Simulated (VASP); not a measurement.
# Ca (P6/mmm) in VASP: a series of runs, part 2 of 3

VASP 6.6.1. Earlier steps stand in the parts before.

## 3. Single point, r2SCAN (47.09 Å³/atom)

This run uses another cell than the first one, of 47.09 Å³/atom.

Contents of POSCAR:

```
Ca
1.0
    6.4989881732      0.0000000000      0.0000000000
   -3.2494940866      5.6282888569      0.0000000000
    0.0000000000      0.0000000000      3.8622445607
Ca
3
Direct
    0.0000000000      0.0000000000      0.0000000000
    0.3333333333      0.6666666667      0.5000000000
    0.6666666667      0.3333333333      0.5000000000
```

Contents of INCAR.step1:

```
SYSTEM = Ca
  ALGO = Normal
  EDIFF = 1E-5
  ENCUT = 550
  GGA = PE
  GGA_COMPAT = .False.
  ISMEAR = -1
  LASPH = .True.
  LCHARG = .False.
  LREAL = .False.
  LWAVE = .True.
  NBANDS = 22
  NELM = 120
  PREC = Accurate
  SIGMA = 0.1
```

Contents of INCAR.step2:

```
SYSTEM = Ca
  ALGO = Normal
  EDIFF = 1E-6
  ENCUT = 550
  GGA_COMPAT = .False.
  ISIF = 2
  ISMEAR = -1
  ISTART = 1
  LASPH = .True.
  LCHARG = .False.
  LMIXTAU = .True.
  LREAL = .False.
  LWAVE = .False.
  METAGGA = R2SCAN
  NBANDS = 22
  NELM = 120
  PREC = Accurate
  SIGMA = 0.1
```

Contents of KPOINTS:

```
k-points
0
Gamma
  7 7 10
  0 0 0
```

Potentials or basis: VASP PAW PBE potentials, release 64 (Ca_sv).

The run is started by

```sh
$ cat potpaw_PBE.64/Ca_sv/POTCAR > POTCAR
$ cp INCAR.step1 INCAR
$ mpirun -np 1 vasp_std > vasp.out
$ cp INCAR.step2 INCAR
$ mpirun -np 1 vasp_std > vasp.out
```

OUTCAR:

```text
SYSTEM = Ca
   EDIFF = 1E-6
   ENCUT = 550
   ISIF = 2
   ISMEAR = -1
   ISTART = 1
   LASPH = .True.
   LREAL = .False.
   METAGGA = R2SCAN
   NELM = 120
   PREC = Accurate

 ion  position               nearest neighbor table
   1  0.000  0.000  0.000-
   2  0.333  0.667  0.500-
   3  0.667  0.333  0.500-

  LATTYP: Found a hexagonal cell.
 ALAT       =     6.4989881732
 C/A-ratio  =     0.5942839805

  Lattice vectors:

 A1 = (   6.4989881732,   0.0000000000,   0.0000000000)
 A2 = (  -3.2494940866,   5.6282888569,   0.0000000000)
 A3 = (   0.0000000000,   0.0000000000,   3.8622445607)

Analysis of symmetry for initial positions (statically):
=====================================================================
 Subroutine PRICEL returns:
 Original cell was already a primitive cell.

 Routine SETGRP: Setting up the symmetry group for a
 hexagonal supercell.

 Subroutine GETGRP returns: Found 24 space group operations
 (whereof 24 operations were pure point group operations)
 out of a pool of 24 trial point group operations.

The static configuration has the point symmetry D_6h.

Analysis of symmetry for dynamics (positions and initial velocities):
=====================================================================
 Subroutine PRICEL returns:
 Original cell was already a primitive cell.

 Routine SETGRP: Setting up the symmetry group for a
 hexagonal supercell.

 Subroutine GETGRP returns: Found 24 space group operations
 (whereof 24 operations were pure point group operations)
 out of a pool of 24 trial point group operations.

The dynamic configuration has the point symmetry D_6h.

 Subroutine INISYM returns: Found 24 space group operations
 (whereof 24 operations are pure point group operations),
 and found     1 'primitive' translations

----------------------------------------------------------------------------------------

                                     Primitive cell

  volume of cell :     141.2739

  direct lattice vectors                    reciprocal lattice vectors
     6.498988173  0.000000000  0.000000000     0.153870106  0.088836947  0.000000000
    -3.249494087  5.628288857  0.000000000     0.000000000  0.177673894  0.000000000
     0.000000000  0.000000000  3.862244561     0.000000000  0.000000000  0.258916799

  length of vectors
     6.498988173  6.498988173  3.862244561     0.177673894  0.177673894  0.258916799

  position of ions in fractional coordinates (direct lattice)
     0.000000000  0.000000000  0.000000000
     0.333333333  0.666666667  0.500000000
     0.666666667  0.333333333  0.500000000

  ion indices of the primitive-cell ions
   primitive index   ion index
                 1           1
                 2           2
                 3           3

----------------------------------------------------------------------------------------

 KPOINTS: k-points

Automatic generation of k-mesh.
 Grid dimensions read from file:
 generate k-points for:    7    7   10

 Generating k-lattice:

  Cartesian coordinates                     Fractional coordinates (reciprocal lattice)
     0.021981444  0.012690992  0.000000000     0.142857143 -0.000000000  0.000000000
     0.000000000  0.025381985  0.000000000     0.000000000  0.142857143  0.000000000
     0.000000000  0.000000000  0.025891680     0.000000000  0.000000000  0.100000000

  Length of vectors
     0.025381985  0.025381985  0.025891680

  Shift w.r.t. Gamma in fractional coordinates (k-lattice)
     0.000000000  0.000000000  0.000000000

 Subroutine IBZKPT returns following result:
 ===========================================

 Found     48 irreducible k-points:

 Following reciprocal coordinates:
            Coordinates               Weight
  0.000000  0.000000  0.000000      1.000000
  0.142857  0.000000  0.000000      6.000000
  0.285714  0.000000  0.000000      6.000000
  0.428571 -0.000000  0.000000      6.000000
  0.142857  0.142857  0.000000      6.000000
  0.285714  0.142857  0.000000     12.000000
[... 16 lines left out ...]
  0.428571  0.142857  0.200000     12.000000
  0.285714  0.285714  0.200000     12.000000
 [... further k-points ...]
   k-points           NKPTS =     48   k-points in BZ     NKDIM =     48   number of bands    NBANDS=     22
   number of dos      NEDOS =    301   number of ions     NIONS =      3
   total plane-waves  NPLWV =  75000
   dimension x,y,z NGX =    50 NGY =   50 NGZ =   30
   dimension x,y,z NGXF=   100 NGYF=  100 NGZF=   60
   ions per type =               3
   NGX,Y,Z   is equivalent  to a cutoff of  12.79, 12.79, 12.91 a.u.
   NGXF,Y,Z  is equivalent  to a cutoff of  25.58, 25.58, 25.83 a.u.
 SYSTEM =  Ca
   PREC   = accura    normal or accurate (medium, high low for compatibility)
   ISTART =      1    job   : 0-new  1-cont  2-samecut
   ICHARG =      0    charge: 1-file 2-atom 10-const
   ISPIN  =      1    spin polarized calculation?
   LNONCOLLINEAR =      F non collinear calculations
   LSORBIT =      F    spin-orbit coupling
   LASPH  =      T    aspherical Exc in radial PAW
   ENCUT  =  550.0 eV  40.42 Ry    6.36 a.u.  12.43 12.43  7.39*2*pi/ulx,y,z
   NELM   =    120;   NELMIN=  2; NELMDL=  0     # of ELM steps
   EDIFF  = 0.1E-05   stopping-criterion for ELM
   LREAL  =      F    real-space projection
   EDIFFG = 0.1E-04   stopping-criterion for IOM
   NSW    =      0    number of steps for IOM
   IBRION =     -1    ionic relax: 0-MD 1-quasi-New 2-CG
   NFREE  =      0    steps in history (QN), initial steepest desc. (CG)
   ISIF   =      2    stress and relaxation
   ISYM   =      2    0-nonsym 1-usesym 2-fastsym
   POTIM  = 0.5000    time-step for ionic-motion
   TEBEG  =    0.0;   TEEND  =   0.0 temperature during run
   PSTRESS=    0.0 pullay stress
   NELECT =      30.0000    total number of electrons
   NUPDOWN=      -1.0000    fix difference up-down
   EMIN   =  10.00;   EMAX   =-10.00  energy-range for DOS
   EFERMI =   0.00;   METHOD = LEGACY
   ISMEAR =    -1;   SIGMA  =   0.10  broadening in eV -4-tet -1-fermi 0-gaus
   EFERMI_NEDOS =   21; number of points for ismear=-14 and -15
   IALGO  =     38    algorithm
   IMIX   =      4    mixing-type and parameters
     AMIX     =   0.40;   BMIX     =  1.00
     AMIX_MAG =   1.60;   BMIX_MAG =  1.00
  volume/ion in A,a.u.               =      47.09       317.79
  Fermi-wavevector in a.u.,A,eV,Ry     =   0.976700  1.845696 12.979187  0.953943
  Thomas-Fermi vector in A             =   2.107340
   LORBIT       =      0    0 simple, 1 ext, 2 COOP (PROOUT), +10 PAW based schemes
   METAGGA = R2SCAN    functional components
   LHFCALC =     F    Hartree Fock is set to
   AEXX    =    0.0000 exact exchange contribution
   IVDW    =     0    specifies the selected vdW correction
   LEPSILON=     F    determine dielectric tensor
   LRPA    =     F    only Hartree local field effects (RPA)
 non-spin polarized calculation
  energy-cutoff  :      550.00
  volume of cell :      141.27
 maximum number of plane-waves:      4165
 NGX is ok and might be reduce to    50
   NGX = 25   NGY = 25   NGZ = 15

 number of electron      30.0000005 magnetization

 Free energy of the ion-electron system (eV)
  ---------------------------------------------------
  ext. energy  EPLUGINS =         0.00000000
  ---------------------------------------------------
  free energy    TOTEN  =       -20.97707262 eV

  energy without entropy =      -20.85018074  energy(sigma->0) =      -20.91362668

 E-fermi :   1.6015     XC(G=0):  -7.8654

 val. band max:        1.5988923372   @ k =   0.2857   0.1429   0.5000
 cond. band min:       1.6237249044   @ k =   0.1429   0.1429   0.4000
 fundamental gap:      0.0248325673
 Fermi energy:         1.6015486693

 k-point     1 :       0.0000    0.0000    0.0000
  band No.  band energies     occupation
      1     -42.5133      2.00000
      2     -42.5012      2.00000
      3     -42.4176      2.00000
      4     -22.6369      2.00000
      5     -22.6369      2.00000
      6     -22.5694      2.00000
[... 14 lines left out ...]
     21       4.3650      0.00000
     22       4.3650      0.00000
[... 552 lines left out ...]
  band No.  band energies     occupation
      1     -42.5065      2.00000
      2     -42.5043      2.00000
      3     -42.4158      2.00000
      4     -22.6434      2.00000
      5     -22.6081      2.00000
      6     -22.5918      2.00000
[... 14 lines left out ...]
     21       3.5593      0.00000
     22       4.0836      0.00000

 [... further k-points ...]

------------------------ aborting loop because EDIFF is reached ----------------------------------------

  FORCE on cell =-STRESS in cart. coord.  units (eV):
  Direction    XX          YY          ZZ          XY          YZ          ZX
  --------------------------------------------------------------------------------------
  -------------------------------------------------------------------------------------
  Total       -1.0757575     -1.0757575     -0.8557836      0.0000000      0.0000000      0.0000000
  in kB      -12.2000907    -12.2000907     -9.7053822      0.0000000      0.0000000      0.0000000
  external PRESSURE =     -11.3685212 kB  Pullay stress =       0.0000000 kB

 VOLUME and BASIS-vectors are now :
 -----------------------------------------------------------------------------
  energy-cutoff  :      550.00
  volume of cell :      141.27
      direct lattice vectors                 reciprocal lattice vectors
     6.498988173  0.000000000  0.000000000     0.153870106  0.088836947  0.000000000
    -3.249494087  5.628288857  0.000000000     0.000000000  0.177673894  0.000000000
     0.000000000  0.000000000  3.862244561     0.000000000  0.000000000  0.258916799

 POSITION                                       TOTAL-FORCE (eV/Angst)
 -----------------------------------------------------------------------------------
      0.00000      0.00000      0.00000         0.000000      0.000000      0.000000
     -0.00000      3.75219      1.93112        -0.000000     -0.000000      0.000000
      3.24949      1.87610      1.93112         0.000000      0.000000      0.000000
 -----------------------------------------------------------------------------------
    total drift:                                0.000000     -0.000000      0.000000

  FREE ENERGIE OF THE ION-ELECTRON SYSTEM (eV)
  ---------------------------------------------------
  free  energy   TOTEN  =       -20.9770726163 eV

  energy  without entropy=      -20.8501807382  energy(sigma->0) =      -20.91362668
```

Run time: 9.7 min. Hardware: 1 thread of Intel Xeon Platinum 8124M at 3.00GHz (Skylake/Cascade Lake), shared host; peak memory 0.36 GiB.

What came out:

| Item | Value |
| --- | --- |
| Free energy | -20.9771 eV |
| Pressure | -1.1 GPa |
| Band gap on the k mesh | zero (bands 15 and 16 overlap by 0.70 eV) |

Caveat: the PAW data sets were made with another functional, which shifts forces and pressure a little.

## 4. Single point, r2SCAN (48.84 Å³/atom)

This run uses another cell than the first one, of 48.84 Å³/atom.

Contents of POSCAR:

```
Ca
1.0
    6.5782519384      0.0000000000      0.0000000000
   -3.2891259692      5.6969332912      0.0000000000
    0.0000000000      0.0000000000      3.9093497465
Ca
3
Direct
    0.0000000000      0.0000000000      0.0000000000
    0.3333333333      0.6666666667      0.5000000000
    0.6666666667      0.3333333333      0.5000000000
```

Contents of INCAR.step1:

```
PREC = Accurate ; ENCUT = 550
ISMEAR = -1 ; SIGMA = 0.1
LREAL = False ; LASPH = True
NELM = 120 ; NBANDS = 22
GGA = PE ; ALGO = Normal
EDIFF = 1E-5 ; LWAVE = True
LCHARG = False ; GGA_COMPAT = False
```

Contents of INCAR.step2:

```
PREC = Accurate ; ENCUT = 550
EDIFF = 1E-6 ; ISMEAR = -1
SIGMA = 0.1 ; LREAL = False
LASPH = True ; NELM = 120
ALGO = Normal ; ISIF = 2
LWAVE = False ; LCHARG = True
METAGGA = R2SCAN ; LMIXTAU = True
LELF = True ; LVHAR = True
NBANDS = 22 ; ISTART = 1
GGA_COMPAT = False
```

Contents of KPOINTS:

```
Automatic mesh
0
Gamma
  7 7 10
```

The run is started by

```sh
$ cat potpaw_PBE.64/Ca_sv/POTCAR > POTCAR
$ cp INCAR.step1 INCAR
$ mpirun -np 1 vasp_std > vasp.out
$ cp INCAR.step2 INCAR
$ mpirun -np 1 vasp_std > vasp.out
```

It took 11 min on 1 thread of Intel Xeon Platinum 8124M at 3.00GHz (Skylake/Cascade Lake), shared host; peak memory 0.37 GiB.

It converged, with:

- Free energy: -20.9336 eV
- Pressure: -1.6 GPa
- Band gap on the k mesh: zero (bands 15 and 16 overlap by 0.75 eV)

Stress tensor (GPa, compression positive):
```
-1.70  0.00  0.00
 0.00 -1.70  0.00
 0.00  0.00 -1.40
```

Levels at points of the mesh, in eV from the Fermi level:
```tsv
k point	band 13	band 14	band 15	band 16	band 17	band 18
(0.00, 0.00, 0.00)	-4.04	0.12	0.12	0.13	0.13	0.29
(0.00, 0.00, 0.50)	-1.52	-1.26	0.48	0.48	0.58	0.58
```

Caveat: the PAW data sets were made with another functional, which shifts forces and pressure a little.

## 5. Single point, r2SCAN

This run uses another cell than the first one, of 43.60 Å³/atom.

Contents of POSCAR:

```
Ca
1.0
    6.3343855663      0.0000000000      0.0000000000
   -3.1671927832      5.4857388178      0.0000000000
    0.0000000000      0.0000000000      3.7644238682
Ca
3
Direct
    0.0000000000      0.0000000000      0.0000000000
    0.3333333333      0.6666666667      0.5000000000
    0.6666666667      0.3333333333      0.5000000000
```

Contents of INCAR.step1:

```
PREC     = Accurate       # precision mode
ENCUT    = 550            # plane-wave cutoff, eV
ISMEAR   = -1             # smearing method
SIGMA    = 0.1            # smearing width, eV
LREAL    = F              # projectors in reciprocal space
LASPH    = T              # aspherical terms in the spheres
NELM     = 120            # most SCF steps
NBANDS   = 22             # bands
GGA      = PE             # functional
ALGO     = Normal         # electronic algorithm
EDIFF    = 1E-5           # SCF threshold, eV
LWAVE    = T              # write WAVECAR
LCHARG   = F              # write CHGCAR
GGA_COMPAT= F
```

Contents of INCAR.step2:

```
PREC     = Accurate       # precision mode
ENCUT    = 550            # plane-wave cutoff, eV
EDIFF    = 1E-6           # SCF threshold, eV
ISMEAR   = -1             # smearing method
SIGMA    = 0.1            # smearing width, eV
LREAL    = F              # projectors in reciprocal space
LASPH    = T              # aspherical terms in the spheres
NELM     = 120            # most SCF steps
ALGO     = Normal         # electronic algorithm
ISIF     = 2              # what is computed and relaxed
LWAVE    = F              # write WAVECAR
LCHARG   = F              # write CHGCAR
METAGGA  = R2SCAN         # meta-GGA
LMIXTAU  = T            
NBANDS   = 22             # bands
ISTART   = 1            
GGA_COMPAT= F
```

Contents of KPOINTS:

```
Automatic mesh
0
Gamma
  8 8 11
```

The run is started by

```sh
$ cat potpaw_PBE.64/Ca_sv/POTCAR > POTCAR
$ cp INCAR.step1 INCAR
$ mpirun -np 1 vasp_std > vasp.out
$ cp INCAR.step2 INCAR
$ mpirun -np 1 vasp_std > vasp.out
```

It took 7.2 min on 1 thread of Intel Xeon Platinum 8124M at 3.00GHz (Skylake/Cascade Lake), shared host; peak memory 0.37 GiB.

Results (log left out):

- Free energy: -21.0102 eV
- Pressure: 0.1 GPa
- Band gap on the k mesh: zero (bands 15 and 16 overlap by 0.58 eV)

Stress tensor (GPa, compression positive):
```
0.03 0.00 0.00
0.00 0.03 0.00
0.00 0.00 0.14
```

Levels at points of the mesh, in eV from the Fermi level:
```
           k point  band 13  band 14  band 15  band 16  band 17  band 18
(0.00, 0.00, 0.00)    -4.25     0.11     0.11     0.15     0.15     0.28
(0.50, 0.00, 0.00)    -2.82    -2.80    -0.86    -0.21     1.39     1.61
```

Caveat: the PAW data sets were made with another functional, which shifts forces and pressure a little.

[end of part 2 of 3]

The gap in the log of VASP goes by the Fermi energy; the results here count the filled bands.